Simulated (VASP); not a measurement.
# Sn2GeN2 (C2/m) in VASP: relaxation of cell and atoms with PBE

Aim: the relaxation of cell and atoms of Sn2GeN2 with PBE.

Everything below comes from runs of VASP 6.6.1. Logs are shortened: lines on timing, memory, paths and dates and some standing lists are left out, and cuts for length are marked.

## 1. The cell of the first run

It takes space group C2/m (No. 12, monoclinic). The conventional cell has a = 5.433 Å, b = 3.151 Å, c = 9.869 Å, α = 90.00°, β = 101.04°, γ = 90.00°. Within 2.8 Å of Sn (site symmetry m) lie 1 N at 2.11 Å. Within 2.7 Å of Ge (site symmetry 2/m) lie 6 N at 2.07 to 2.08 Å. N (site symmetry m) has 3 Ge at 2.07 to 2.08 Å and 1 Sn at 2.11 Å and 3 N at 2.71 Å within 2.8 Å.

## 2. Relaxation of cell and atoms, PBE

The input, INCAR:

```
PREC = Accurate ; ENCUT = 600
EDIFF = 1E-6 ; ISMEAR = 0
SIGMA = 0.1 ; LREAL = False
LASPH = True ; NELM = 80
ALGO = Fast ; ISIF = 3
LWAVE = False ; LCHARG = False
GGA = PE ; IBRION = 2
NSW = 100 ; EDIFFG = -0.01
```

The input, KPOINTS:

```
regular mesh
0
Gamma
  12 12 4
```

The input, POSCAR:

```
Sn2GeN2
1.0
    2.7163502213     -1.5753327175      0.0000000000
    2.7163502213      1.5753327175      0.0000000000
   -1.8892038321      0.0000000000      9.6864259333
Sn Ge N
2 1 2
Direct
    0.4453318247      0.4453318247      0.3220606627
    0.5546681753      0.5546681753      0.6779393373
    0.0000000000      0.0000000000      0.0000000000
    0.3694590255      0.3694590255      0.1039923904
    0.6305409745      0.6305409745      0.8960076096
```

Potentials or basis: VASP PAW PBE potentials, release 64 (Sn_d, Ge_d, N).

The run is started by

```console
$ cat potpaw_PBE.64/Sn_d/POTCAR potpaw_PBE.64/Ge_d/POTCAR potpaw_PBE.64/N/POTCAR > POTCAR
$ mpirun -np 1 vasp_std > vasp.out
```

OUTCAR:

```text
PREC = Accurate
   ENCUT = 600
   EDIFF = 1E-6
   ISMEAR = 0
   LREAL = False
   LASPH = True
   NELM = 80
   ISIF = 3
   GGA = PE
   IBRION = 2
   NSW = 100
   EDIFFG = -0.01

 ion  position               nearest neighbor table
   1  0.445  0.445  0.322-   4 2.11   2 3.45
   2  0.555  0.555  0.678-   5 2.11   1 3.45
   3  0.000  0.000  0.000-   4 2.07   5 2.07   5 2.08   5 2.08   4 2.08   4 2.08
   4  0.369  0.369  0.104-   3 2.07   3 2.08   3 2.08   1 2.11
   5  0.631  0.631  0.896-   3 2.07   3 2.08   3 2.08   2 2.11

  LATTYP: Found a base centered monoclinic cell.
 ALAT       =     5.4327004426
 B/A-ratio  =     0.5799446276
 C/A-ratio  =     1.8165805692
 COS(beta)  =    -0.1914292926

  Lattice vectors:

 A1 = (   2.7163502213,  -1.5753327175,   0.0000000000)
 A2 = (   2.7163502213,   1.5753327175,   0.0000000000)
 A3 = (  -1.8892038321,   0.0000000000,   9.6864259333)

Analysis of symmetry for initial positions (statically):
=====================================================================
 Subroutine PRICEL returns:
 Original cell was already a primitive cell.

 Routine SETGRP: Setting up the symmetry group for a
 base centered monoclinic supercell.

 Subroutine GETGRP returns: Found  4 space group operations
 (whereof  4 operations were pure point group operations)
 out of a pool of  4 trial point group operations.

The static configuration has the point symmetry C_2h.

Analysis of symmetry for dynamics (positions and initial velocities):
=====================================================================
 Subroutine PRICEL returns:
 Original cell was already a primitive cell.

 Routine SETGRP: Setting up the symmetry group for a
 base centered monoclinic supercell.

 Subroutine GETGRP returns: Found  4 space group operations
 (whereof  4 operations were pure point group operations)
 out of a pool of  4 trial point group operations.

The dynamic configuration has the point symmetry C_2h.

 Subroutine INISYM returns: Found  4 space group operations
 (whereof  4 operations are pure point group operations),
 and found     1 'primitive' translations

----------------------------------------------------------------------------------------

                                     Primitive cell

  volume of cell :      82.8994

  direct lattice vectors                    reciprocal lattice vectors
     2.716350221 -1.575332718  0.000000000     0.184070521 -0.317393268  0.035900417
     2.716350221  1.575332718  0.000000000     0.184070521  0.317393268  0.035900417
    -1.889203832  0.000000000  9.686425933     0.000000000  0.000000000  0.103237253

  length of vectors
     3.140100587  3.140100587  9.868938062     0.368658763  0.368658763  0.103237253

  position of ions in fractional coordinates (direct lattice)
     0.445331825  0.445331825  0.322060663
     0.554668175  0.554668175  0.677939337
     0.000000000  0.000000000  0.000000000
     0.369459025  0.369459025  0.103992390
     0.630540975  0.630540975  0.896007610

  ion indices of the primitive-cell ions
   primitive index   ion index
                 1           1
                 2           2
                 3           3
                 4           4
                 5           5

----------------------------------------------------------------------------------------

 KPOINTS: regular mesh

Automatic generation of k-mesh.
 Grid dimensions read from file:
 generate k-points for:   12   12    4

 Generating k-lattice:

  Cartesian coordinates                     Fractional coordinates (reciprocal lattice)
     0.015339210 -0.026449439  0.002991701     0.083333333  0.000000000  0.000000000
     0.015339210  0.026449439  0.002991701     0.000000000  0.083333333  0.000000000
     0.000000000  0.000000000  0.025809313     0.000000000  0.000000000  0.250000000

  Length of vectors
     0.030721564  0.030721564  0.025809313

  Shift w.r.t. Gamma in fractional coordinates (k-lattice)
     0.000000000  0.000000000  0.000000000

 Subroutine IBZKPT returns following result:
 ===========================================

 Found    164 irreducible k-points:

 Following reciprocal coordinates:
            Coordinates               Weight
  0.000000  0.000000  0.000000      1.000000
  0.083333 -0.000000 -0.000000      4.000000
  0.166667  0.000000 -0.000000      4.000000
  0.250000  0.000000  0.000000      4.000000
  0.333333 -0.000000  0.000000      4.000000
  0.416667 -0.000000  0.000000      4.000000
[... 16 lines left out ...]
  0.500000  0.166667  0.000000      4.000000
 -0.416667  0.166667  0.000000      4.000000
 [... further k-points ...]
   k-points           NKPTS =    164   k-points in BZ     NKDIM =    164   number of bands    NBANDS=     31
   number of dos      NEDOS =    301   number of ions     NIONS =      5
   total plane-waves  NPLWV =  62720
   dimension x,y,z NGX =    28 NGY =   28 NGZ =   80
   dimension x,y,z NGXF=    56 NGYF=   56 NGZF=  160
   ions per type =               2   1   2
   NGX,Y,Z   is equivalent  to a cutoff of  14.82, 14.82, 13.48 a.u.
   NGXF,Y,Z  is equivalent  to a cutoff of  29.65, 29.65, 26.95 a.u.
 SYSTEM =  unknown system
   PREC   = accura    normal or accurate (medium, high low for compatibility)
   ISTART =      0    job   : 0-new  1-cont  2-samecut
   ICHARG =      2    charge: 1-file 2-atom 10-const
   ISPIN  =      1    spin polarized calculation?
   LNONCOLLINEAR =      F non collinear calculations
   LSORBIT =      F    spin-orbit coupling
   LASPH  =      T    aspherical Exc in radial PAW
   ENCUT  =  600.0 eV  44.10 Ry    6.64 a.u.   6.27  6.27 19.71*2*pi/ulx,y,z
   NELM   =     80;   NELMIN=  2; NELMDL= -5     # of ELM steps
   EDIFF  = 0.1E-05   stopping-criterion for ELM
   LREAL  =      F    real-space projection
   EDIFFG = -.1E-01   stopping-criterion for IOM
   NSW    =    100    number of steps for IOM
   IBRION =      2    ionic relax: 0-MD 1-quasi-New 2-CG
   NFREE  =      1    steps in history (QN), initial steepest desc. (CG)
   ISIF   =      3    stress and relaxation
   ISYM   =      2    0-nonsym 1-usesym 2-fastsym
   POTIM  = 0.5000    time-step for ionic-motion
   TEBEG  =    0.0;   TEEND  =   0.0 temperature during run
   PSTRESS=    0.0 pullay stress
   NELECT =      52.0000    total number of electrons
   NUPDOWN=      -1.0000    fix difference up-down
   EMIN   =  10.00;   EMAX   =-10.00  energy-range for DOS
   EFERMI =   0.00;   METHOD = LEGACY
   ISMEAR =     0;   SIGMA  =   0.10  broadening in eV -4-tet -1-fermi 0-gaus
   EFERMI_NEDOS =   21; number of points for ismear=-14 and -15
   IALGO  =     68    algorithm
   IMIX   =      4    mixing-type and parameters
     AMIX     =   0.40;   BMIX     =  1.00
     AMIX_MAG =   1.60;   BMIX_MAG =  1.00
  volume/ion in A,a.u.               =      16.58       111.89
  Fermi-wavevector in a.u.,A,eV,Ry     =   1.401389  2.648241 26.720366  1.963891
  Thomas-Fermi vector in A             =   2.524255
   LORBIT       =      0    0 simple, 1 ext, 2 COOP (PROOUT), +10 PAW based schemes
   GGA     = PE    functional components
   LHFCALC =     F    Hartree Fock is set to
   AEXX    =    0.0000 exact exchange contribution
   IVDW    =     0    specifies the selected vdW correction
   LEPSILON=     F    determine dielectric tensor
   LRPA    =     F    only Hartree local field effects (RPA)
 conjugate gradient relaxation of ions
 non-spin polarized calculation
 RMM-DIIS sequential band-by-band and
 Gauss-broadening in eV      SIGMA  =   0.10
  energy-cutoff  :      600.00
  volume of cell :       82.90
 maximum number of plane-waves:      2786
 NGX is ok and might be reduce to    28
   NGX = 13   NGY = 13   NGZ = 39

--------------------------------------- Ionic step        1  -------------------------------------------

 number of electron      52.0000002 magnetization

 Free energy of the ion-electron system (eV)
  ---------------------------------------------------
  ext. energy  EPLUGINS =         0.00000000
  ---------------------------------------------------
  free energy    TOTEN  =       -27.77282884 eV

  energy without entropy =      -27.76534456  energy(sigma->0) =      -27.76908670

------------------------ aborting loop because EDIFF is reached ----------------------------------------

  FORCE on cell =-STRESS in cart. coord.  units (eV):
  Direction    XX          YY          ZZ          XY          YZ          ZX
  --------------------------------------------------------------------------------------
  -------------------------------------------------------------------------------------
  Total        0.0529423     -0.0255971      0.0790208      0.0000000      0.0000000      0.0027021
  in kB        1.0232037     -0.4947084      1.5272154      0.0000000      0.0000000      0.0522221
  external PRESSURE =       0.6852369 kB  Pullay stress =       0.0000000 kB
[... 63 lines left out ...]
  energy  without entropy=      -27.7652743657  energy(sigma->0) =      -27.76905805

--------------------------------------- Ionic step        3  -------------------------------------------

 number of electron      52.0000002 magnetization

 Free energy of the ion-electron system (eV)
  ---------------------------------------------------
  ext. energy  EPLUGINS =         0.00000000
  ---------------------------------------------------
  free energy    TOTEN  =       -27.77289934 eV

  energy without entropy =      -27.76537225  energy(sigma->0) =      -27.76913580

 E-fermi :   7.6086     XC(G=0): -10.9291

 val. band max:        7.6062374042   @ k =  -0.3333   0.3333   0.2500
 cond. band min:       7.6176865053   @ k =  -0.4167   0.3333   0.2500
 fundamental gap:      0.0114491011
 Fermi energy:         7.6086333179

 k-point     1 :       0.0000    0.0000    0.0000
  band No.  band energies     occupation
      1     -16.8933      2.00000
      2     -16.8779      2.00000
      3     -16.8748      2.00000
      4     -16.8286      2.00000
      5     -16.8269      2.00000
      6     -13.8995      2.00000
[... 805 lines left out ...]
     30      11.2540      0.00000
     31      12.1596      0.00000

 [... further k-points ...]

------------------------ aborting loop because EDIFF is reached ----------------------------------------

  FORCE on cell =-STRESS in cart. coord.  units (eV):
  Direction    XX          YY          ZZ          XY          YZ          ZX
  --------------------------------------------------------------------------------------
  -------------------------------------------------------------------------------------
  Total        0.0494664     -0.0058112     -0.0324719      0.0000000      0.0000000      0.0070611
  in kB        0.9555207     -0.1122522     -0.6272452      0.0000000      0.0000000      0.1363955
  external PRESSURE =       0.0720078 kB  Pullay stress =       0.0000000 kB
[... 20 lines left out ...]
  FREE ENERGIE OF THE ION-ELECTRON SYSTEM (eV)
  ---------------------------------------------------
  free  energy   TOTEN  =       -27.7728993443 eV

  energy  without entropy=      -27.7653722492  energy(sigma->0) =      -27.76913580

 reached required accuracy - stopping structural energy minimisation
```

Run time: 37 min. Hardware: 1 thread of Oxide Virtual Turin-like, shared host; peak memory 0.59 GiB.

Results:

```yaml
Free_energy: -27.7729 eV
Relaxed_volume: 16.59 Å³/atom
Relaxed_cell: a = 3.141 Å, b = 3.141 Å, c = 9.873 Å, α = 99.53°, β = 99.53°, γ = 60.20°
Space_group_after_relaxing_to_0.1_Å: R-3m (No. 166)
Energy_gained_by_relaxing: 0.0 meV/atom
Ionic_steps: 3
Pressure_after_relaxing: 0.0 GPa
Largest_force_after_relaxing: 0.007 eV/Å
Band_gap_on_the_k_mesh: zero (bands 26 and 27 overlap by 2.92 eV)
```

Forces on the atoms (eV/Å):
```
Sn  -0.001  0.000  0.006
Sn   0.001  0.000 -0.006
Ge   0.000  0.000  0.000
N   -0.007  0.000 -0.001
N    0.007  0.000  0.001
```

Stress tensor (GPa, compression positive):
```
 0.10  0.00  0.01
 0.00 -0.01  0.00
 0.01  0.00 -0.06
```

Final structure:
```xyz
5
Lattice="2.7171 -1.5751 0.0000 2.7171 1.5751 0.0000 -1.8896 0.0000 9.6902" Properties=species:S:1:pos:R:3 pbc="T T T"
Sn    1.8114    0.0000    3.1216
Sn    1.7331    0.0000    6.5686
Ge    0.0000    0.0000    0.0000
N     1.8110    0.0000    1.0070
N     1.7336    0.0000    8.6832
```

Levels at points of the mesh, in eV from the Fermi level:
| k point | band 23 | band 24 | band 25 | band 26 | band 27 | band 28 | band 29 | band 30 |
| --- | --- | --- | --- | --- | --- | --- | --- | --- |
| (0.00, 0.00, 0.00) | -1.38 | -1.32 | -1.30 | -0.33 | 3.53 | 3.73 | 5.03 | 7.67 |
| (0.50, 0.00, 0.00) | -3.71 | -3.38 | -2.12 | -1.02 | -0.67 | 2.69 | 3.58 | 5.04 |
| (0.50, 0.50, 0.00) | -3.31 | -3.24 | -1.92 | -1.45 | -1.03 | 2.94 | 4.68 | 4.70 |
| (0.00, 0.00, 0.50) | -1.38 | -1.32 | -1.30 | 1.55 | 1.84 | 4.07 | 5.35 | 7.73 |
| (0.50, 0.00, 0.50) | -3.28 | -3.22 | -1.95 | -1.51 | -1.01 | 2.97 | 4.65 | 4.81 |
| (0.50, 0.50, 0.50) | -3.75 | -3.30 | -2.15 | -1.04 | -0.68 | 2.67 | 3.60 | 4.94 |

Caveat: spin-orbit coupling is left out, which moves the levels of the heavy elements.
